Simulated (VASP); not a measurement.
Input of a VASP 6.6.1 run:

File INCAR:

```
  PREC = Accurate
  ENCUT = 520
  EDIFF = 1E-6
  ISMEAR = -1
  SIGMA = 0.1
  LREAL = False
  LASPH = True
  NELM = 80
  ALGO = Normal
  ISIF = 2
  LWAVE = False
  LCHARG = False
  GGA = PE
  NBANDS = 16
```

The input KPOINTS:

```
Automatic mesh
0
Gamma
  9 9 5
```

POSCAR

```
Ir
1.0
    2.7228038298      0.0000000000      0.0000000000
   -1.3614019149      2.3580172861      0.0000000000
    0.0000000000      0.0000000000      4.4177378083
Ir
2
Direct
    0.3333333333      0.6666666667      0.2500000000
    0.6666666667      0.3333333333      0.7500000000
```

Potentials or basis: VASP PAW PBE potentials, release 64 (Ir).

Launch:

```bash
$ cat potpaw_PBE.64/Ir/POTCAR > POTCAR
$ mpirun -np 1 vasp_std > vasp.out
```

What does it give for the pressure?

10.6 GPa.

Predict the band gap on the k mesh.

zero (band 9 reaches 11.41 eV, above the bottom of band 10 at 8.32 eV).

Caveat: spin-orbit coupling is left out, which moves the levels of the heavy elements.
